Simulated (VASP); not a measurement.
Here is a VASP 6.6.1 calculation.

File INCAR:

```
SYSTEM = HfO2
ALGO = Normal
EDIFF = 1E-6
EDIFFG = -0.005
ENCUT = 600
GGA = PE
IBRION = 2
ISIF = 3
ISMEAR = 0
IVDW = 12
LASPH = .True.
LCHARG = .False.
LREAL = .False.
LWAVE = .False.
NELM = 80
NSW = 100
PREC = Accurate
SIGMA = 0.02
```

The input KPOINTS:

```
k-points
0
Gamma
  6 6 6
  0 0 0
```

File POSCAR:

```
HfO2
1.0
    3.5580193300      0.0000000000      0.0000000000
    0.0000000000      3.5580193300      0.0000000000
    0.0000000000      0.0000000000      5.1718612100
Hf O
2 4
Direct
    0.5000000000      0.5000000000      0.5000000000
    0.0000000000      0.0000000000      0.0000000000
    0.0000000000      0.5000000000      0.6972078800
    0.5000000000      0.0000000000      0.8027921200
    0.5000000000      0.0000000000      0.3027921200
    0.0000000000      0.5000000000      0.1972078800
```

Potentials or basis: VASP PAW PBE potentials, release 64 (Hf_pv, O).

Run with:

```console
$ cat potpaw_PBE.64/Hf_pv/POTCAR potpaw_PBE.64/O/POTCAR > POTCAR
$ mpirun -np 1 vasp_std > vasp.out
```

**Question.** Estimate the space group after relaxing (to 0.1 Å).

**Answer.** P4_2/nmc (No. 137).

**Question.** What does it give for the relaxed volume?

**Answer.** 10.99 Å³/atom.

**Question.** Estimate the band gap on the k mesh.

**Answer.** 4.69 eV (least direct gap 4.77 eV).

Final structure:
```xyz
6
Lattice="3.5703 0.0000 0.0000 0.0000 3.5703 0.0000 0.0000 0.0000 5.1745" Properties=species:S:1:pos:R:3 pbc="T T T"
Hf    1.7852    1.7852    2.5873
Hf    0.0000    0.0000    0.0000
O     0.0000    1.7852    3.6191
O     1.7852    3.5703    4.1427
O     1.7852    0.0000    1.5555
O     0.0000    1.7852    1.0318
```

Caveat: spin-orbit coupling is left out, which moves the levels of the heavy elements. A k mesh can miss the band edges.
